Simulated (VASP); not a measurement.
# In (I4/mmm) in VASP: further runs

Runs on In. Level: PBE. Tasks: relaxation of shape and atoms at fixed volume.

Everything below comes from runs of VASP 6.6.1. Logs are shortened: lines on timing, memory, paths and dates and some standing lists are left out, and cuts for length are marked.

### Step 1. The cell of the first run

It takes space group I4/mmm (No. 139, tetragonal). Conventional cell: a = 3.249 Å, b = 3.249 Å, c = 4.585 Å, α = 90.00°, β = 90.00°, γ = 90.00°. Within 4.3 Å of In (site symmetry 4/mmm) lie 12 In at 3.25 Å.

This isn't the form of In at room conditions, which is tetragonal.

### Step 2. Relaxation of shape and atoms at fixed volume, PBE (24.20 Å³/atom)

File INCAR:

```
SYSTEM = In
ALGO = Fast
EDIFF = 1E-7
EDIFFG = -0.01
ENCUT = 600
GGA = PE
IBRION = 2
ISIF = 4
ISMEAR = 0
LASPH = .True.
LCHARG = .False.
LREAL = .False.
LWAVE = .False.
NELM = 60
NSW = 50
PREC = Accurate
SIGMA = 0.1
```

File KPOINTS:

```
k-points
0
Gamma
  18 18 18
  0 0 0
```

File POSCAR:

```
In
1.0
   -1.6243845108      1.6243845108      2.2924552057
    1.6243845108     -1.6243845108      2.2924552057
    1.6243845108      1.6243845108     -2.2924552057
In
1
Direct
    0.0000000000      0.0000000000      0.0000000000
```

Potentials or basis: VASP PAW PBE potentials, release 64 (In_d).

On the command line:

```
> cat potpaw_PBE.64/In_d/POTCAR > POTCAR
> mpirun -np 1 vasp_std > vasp.out
```

OUTCAR:

```text
SYSTEM = In
   EDIFF = 1E-7
   EDIFFG = -0.01
   ENCUT = 600
   GGA = PE
   IBRION = 2
   ISIF = 4
   ISMEAR = 0
   LASPH = .True.
   LREAL = .False.
   NELM = 60
   NSW = 50
   PREC = Accurate

 ion  position               nearest neighbor table
   1  0.000  0.000  0.000-

  LATTYP: Found a body centered tetragonal cell.
 ALAT       =     3.2487690216
 C/A-ratio  =     1.4112762037

  Lattice vectors:

 A1 = (  -1.6243845108,   1.6243845108,   2.2924552057)
 A2 = (   1.6243845108,  -1.6243845108,   2.2924552057)
 A3 = (   1.6243845108,   1.6243845108,  -2.2924552057)

Analysis of symmetry for initial positions (statically):
=====================================================================
 Subroutine PRICEL returns:
 Original cell was already a primitive cell.

 Routine SETGRP: Setting up the symmetry group for a
 body centered tetragonal supercell.

 Subroutine GETGRP returns: Found 16 space group operations
 (whereof 16 operations were pure point group operations)
 out of a pool of 16 trial point group operations.

The static configuration has the point symmetry D_4h.

Analysis of symmetry for dynamics (positions and initial velocities):
=====================================================================
 Subroutine PRICEL returns:
 Original cell was already a primitive cell.

 Routine SETGRP: Setting up the symmetry group for a
 body centered tetragonal supercell.

 Subroutine GETGRP returns: Found 16 space group operations
 (whereof 16 operations were pure point group operations)
 out of a pool of 16 trial point group operations.

The dynamic configuration has the point symmetry D_4h.

 Subroutine INISYM returns: Found 16 space group operations
 (whereof 16 operations are pure point group operations),
 and found     1 'primitive' translations

----------------------------------------------------------------------------------------

                                     Primitive cell

  volume of cell :      24.1957

  direct lattice vectors                    reciprocal lattice vectors
    -1.624384511  1.624384511  2.292455206     0.000000000  0.307808894  0.218106770
     1.624384511 -1.624384511  2.292455206     0.307808894  0.000000000  0.218106770
     1.624384511  1.624384511 -2.292455206     0.307808894  0.307808894  0.000000000

  length of vectors
     3.245396886  3.245396886  3.245396886     0.377249093  0.377249093  0.435307513

  position of ions in fractional coordinates (direct lattice)
     0.000000000  0.000000000  0.000000000

  ion indices of the primitive-cell ions
   primitive index   ion index
                 1           1

----------------------------------------------------------------------------------------

 KPOINTS: k-points

Automatic generation of k-mesh.
 Grid dimensions read from file:
 generate k-points for:   18   18   18

 Generating k-lattice:

  Cartesian coordinates                     Fractional coordinates (reciprocal lattice)
     0.000000000  0.017100494  0.012117043     0.055555556  0.000000000 -0.000000000
     0.017100494  0.000000000  0.012117043     0.000000000  0.055555556 -0.000000000
     0.017100494  0.017100494  0.000000000     0.000000000  0.000000000  0.055555556

  Length of vectors
     0.020958283  0.020958283  0.024183751

  Shift w.r.t. Gamma in fractional coordinates (k-lattice)
     0.000000000  0.000000000  0.000000000

 Subroutine IBZKPT returns following result:
 ===========================================

 Found    480 irreducible k-points:

 Following reciprocal coordinates:
            Coordinates               Weight
  0.000000  0.000000  0.000000      1.000000
  0.055556 -0.000000  0.000000      8.000000
  0.111111 -0.000000  0.000000      8.000000
  0.166667 -0.000000  0.000000      8.000000
  0.222222 -0.000000  0.000000      8.000000
  0.277778 -0.000000  0.000000      8.000000
[... 16 lines left out ...]
 -0.277778  0.055556 -0.000000     16.000000
 -0.222222  0.055556  0.000000     16.000000
 [... further k-points ...]
   k-points           NKPTS =    480   k-points in BZ     NKDIM =    480   number of bands    NBANDS=     10
   number of dos      NEDOS =    301   number of ions     NIONS =      1
   total plane-waves  NPLWV =  21952
   dimension x,y,z NGX =    28 NGY =   28 NGZ =   28
   dimension x,y,z NGXF=    56 NGYF=   56 NGZF=   56
   ions per type =               1
   NGX,Y,Z   is equivalent  to a cutoff of  14.34, 14.34, 14.34 a.u.
   NGXF,Y,Z  is equivalent  to a cutoff of  28.69, 28.69, 28.69 a.u.
 SYSTEM =  In
   PREC   = accura    normal or accurate (medium, high low for compatibility)
   ISTART =      0    job   : 0-new  1-cont  2-samecut
   ICHARG =      2    charge: 1-file 2-atom 10-const
   ISPIN  =      1    spin polarized calculation?
   LNONCOLLINEAR =      F non collinear calculations
   LSORBIT =      F    spin-orbit coupling
   LASPH  =      T    aspherical Exc in radial PAW
   ENCUT  =  600.0 eV  44.10 Ry    6.64 a.u.   6.48  6.48  6.48*2*pi/ulx,y,z
   NELM   =     60;   NELMIN=  2; NELMDL= -5     # of ELM steps
   EDIFF  = 0.1E-06   stopping-criterion for ELM
   LREAL  =      F    real-space projection
   EDIFFG = -.1E-01   stopping-criterion for IOM
   NSW    =     50    number of steps for IOM
   IBRION =      2    ionic relax: 0-MD 1-quasi-New 2-CG
   NFREE  =      1    steps in history (QN), initial steepest desc. (CG)
   ISIF   =      4    stress and relaxation
   ISYM   =      2    0-nonsym 1-usesym 2-fastsym
   POTIM  = 0.5000    time-step for ionic-motion
   TEBEG  =    0.0;   TEEND  =   0.0 temperature during run
   PSTRESS=    0.0 pullay stress
   NELECT =      13.0000    total number of electrons
   NUPDOWN=      -1.0000    fix difference up-down
   EMIN   =  10.00;   EMAX   =-10.00  energy-range for DOS
   EFERMI =   0.00;   METHOD = LEGACY
   ISMEAR =     0;   SIGMA  =   0.10  broadening in eV -4-tet -1-fermi 0-gaus
   EFERMI_NEDOS =   21; number of points for ismear=-14 and -15
   IALGO  =     68    algorithm
   IMIX   =      4    mixing-type and parameters
     AMIX     =   0.40;   BMIX     =  1.00
     AMIX_MAG =   1.60;   BMIX_MAG =  1.00
  volume/ion in A,a.u.               =      24.20       163.28
  Fermi-wavevector in a.u.,A,eV,Ry     =   1.330893  2.515023 24.099672  1.771276
  Thomas-Fermi vector in A             =   2.459945
   LORBIT       =      0    0 simple, 1 ext, 2 COOP (PROOUT), +10 PAW based schemes
   GGA     = PE    functional components
   LHFCALC =     F    Hartree Fock is set to
   AEXX    =    0.0000 exact exchange contribution
   IVDW    =     0    specifies the selected vdW correction
   LEPSILON=     F    determine dielectric tensor
   LRPA    =     F    only Hartree local field effects (RPA)
 conjugate gradient relaxation of ions
 non-spin polarized calculation
 RMM-DIIS sequential band-by-band and
 Gauss-broadening in eV      SIGMA  =   0.10
  energy-cutoff  :      600.00
  volume of cell :       24.20
 maximum number of plane-waves:       853
 NGX is ok and might be reduce to    28
   NGX = 13   NGY = 13   NGZ = 13

 number of electron      12.9999998 magnetization

 Free energy of the ion-electron system (eV)
  ---------------------------------------------------
  ext. energy  EPLUGINS =         0.00000000
  ---------------------------------------------------
  free energy    TOTEN  =        -2.50413240 eV

  energy without entropy =       -2.50191827  energy(sigma->0) =       -2.50302534

 E-fermi :   8.5058     XC(G=0): -10.6297

 val. band max:        8.4993358676   @ k =  -0.4444   0.4444   0.1667
 cond. band min:       8.5058597114   @ k =  -0.3889  -0.3889   0.1111
 fundamental gap:      0.0065238439
 Fermi energy:         8.5057534521

 k-point     1 :       0.0000    0.0000    0.0000
  band No.  band energies     occupation
      1      -6.2806      2.00000
      2      -6.2806      2.00000
      3      -6.2774      2.00000
      4      -6.0695      2.00000
      5      -6.0659      2.00000
      6      -1.6572      2.00000
      7      19.7358      0.00000
      8      19.7412      0.00000
      9      19.7449      0.00000
     10      20.1172      0.00000

 k-point     2 :       0.0556   -0.0000    0.0000
  band No.  band energies     occupation
      1      -6.2811      2.00000
      2      -6.2740      2.00000
      3      -6.2716      2.00000
      4      -6.0704      2.00000
      5      -6.0669      2.00000
      6      -1.5855      2.00000
      7      18.6947      0.00000
      8      19.6007      0.00000
      9      19.6020      0.00000
     10      20.0531      0.00000

 k-point     3 :       0.1111   -0.0000    0.0000
  band No.  band energies     occupation
      1      -6.2856      2.00000
      2      -6.2568      2.00000
      3      -6.2546      2.00000
      4      -6.0710      2.00000
      5      -6.0678      2.00000
      6      -1.3689      2.00000
      7      16.7640      0.00000
      8      19.2682      0.00000
      9      19.2726      0.00000
     10      20.0350      0.00000

 k-point     4 :       0.1667   -0.0000    0.0000
  band No.  band energies     occupation
      1      -6.2947      2.00000
      2      -6.2379      2.00000
      3      -6.2356      2.00000
      4      -6.0641      2.00000
      5      -6.0616      2.00000
      6      -1.0042      2.00000
      7      14.7363      0.00000
      8      18.8671      0.00000
      9      18.8781      0.00000
     10      20.0025      0.00000

 k-point     5 :       0.2222   -0.0000    0.0000
  band No.  band energies     occupation
      1      -6.3087      2.00000
      2      -6.2291      2.00000
      3      -6.2265      2.00000
      4      -6.0407      2.00000
      5      -6.0392      2.00000
      6      -0.4878      2.00000
      7      12.7515      0.00000
      8      18.4714      0.00000
      9      18.4897      0.00000
     10      19.9356      0.00000

 k-point     6 :       0.2778   -0.0000    0.0000
  band No.  band energies     occupation
      1      -6.3267      2.00000
      2      -6.2339      2.00000
      3      -6.2310      2.00000
      4      -6.0010      2.00000
      5      -6.0005      2.00000
      6       0.1824      2.00000
      7      10.8524      0.00000
      8      18.1158      0.00000
      9      18.1413      0.00000
     10      19.8285      0.00000
[... 183 lines left out ...]
 k-point    21 :      -0.3889    0.0556   -0.0000
  band No.  band energies     occupation
      1      -6.3533      2.00000
      2      -6.2573      2.00000
      3      -6.2390      2.00000
      4      -5.9562      2.00000
      5      -5.9096      2.00000
      6       1.7033      2.00000
      7       7.9939      2.00000
      8      16.9652      0.00000
      9      17.5148      0.00000
     10      19.1689      0.00000

 k-point    22 :      -0.3333    0.0556   -0.0000
  band No.  band energies     occupation
      1      -6.3384      2.00000
      2      -6.2425      2.00000
      3      -6.2259      2.00000
      4      -6.0023      2.00000
      5      -5.9471      2.00000
      6       0.7793      2.00000
      7       9.7049      0.00000
      8      17.0780      0.00000
      9      17.9120      0.00000
     10      19.5066      0.00000

 k-point    23 :      -0.2778    0.0556   -0.0000
  band No.  band energies     occupation
      1      -6.3231      2.00000
      2      -6.2289      2.00000
      3      -6.2159      2.00000
      4      -6.0474      2.00000
      5      -5.9891      2.00000
      6       0.0067      2.00000
      7      11.5319      0.00000
      8      17.3057      0.00000
      9      18.2750      0.00000
     10      20.0020      0.00000

 k-point    24 :      -0.2222    0.0556    0.0000
  band No.  band energies     occupation
      1      -6.3105      2.00000
      2      -6.2243      2.00000
      3      -6.2155      2.00000
      4      -6.0795      2.00000
      5      -6.0250      2.00000
      6      -0.6124      2.00000
      7      13.4593      0.00000
      8      17.6385      0.00000
      9      18.6058      0.00000
     10      20.4703      0.00000

 [... further k-points ...]

------------------------ aborting loop because EDIFF is reached ----------------------------------------

  FORCE on cell =-STRESS in cart. coord.  units (eV):
  Direction    XX          YY          ZZ          XY          YZ          ZX
  --------------------------------------------------------------------------------------
  -------------------------------------------------------------------------------------
  Total        0.9670417      0.9670417      0.9683794      0.0000000      0.0000000      0.0000000
  in kB       64.0349782     64.0349782     64.1235571      0.0000000      0.0000000      0.0000000
  external PRESSURE =      64.0645045 kB  Pullay stress =       0.0000000 kB

 VOLUME and BASIS-vectors are now :
 -----------------------------------------------------------------------------
  energy-cutoff  :      600.00
  volume of cell :       24.20
      direct lattice vectors                 reciprocal lattice vectors
    -1.624384511  1.624384511  2.292455206     0.000000000  0.307808894  0.218106770
     1.624384511 -1.624384511  2.292455206     0.307808894  0.000000000  0.218106770
     1.624384511  1.624384511 -2.292455206     0.307808894  0.307808894  0.000000000

 POSITION                                       TOTAL-FORCE (eV/Angst)
 -----------------------------------------------------------------------------------
      0.00000      0.00000      0.00000         0.000000      0.000000     -0.000000
 -----------------------------------------------------------------------------------
    total drift:                               -0.000000      0.000000      0.000000

  FREE ENERGIE OF THE ION-ELECTRON SYSTEM (eV)
  ---------------------------------------------------
  free  energy   TOTEN  =        -2.5041323973 eV

  energy  without entropy=       -2.5019182738  energy(sigma->0) =       -2.50302534

 reached required accuracy - stopping structural energy minimisation
```

Wall time 2.8 min (1 thread of AMD EPYC 7R43 (Zen 3), shared host); peak memory 0.24 GiB.

What came out:

- Free energy: -2.5041 eV
- Pressure after relaxing: 6.4 GPa
- Band gap on the k mesh: zero (an odd number of electrons rules out a gap without spin polarisation)

Final structure:
```yaml
crystal:
  lattice:
    - [-1.62438, 1.62438, 2.29246]
    - [1.62438, -1.62438, 2.29246]
    - [1.62438, 1.62438, -2.29246]
  atoms:
    - { symbol: In, position: [0.00000, 0.00000, 0.00000] }
```

Caveat: the relaxation stopped at its first step, so nothing moved; spin-orbit coupling is left out, which moves the levels of the heavy elements.

(Part 1 of 2 ends here.)
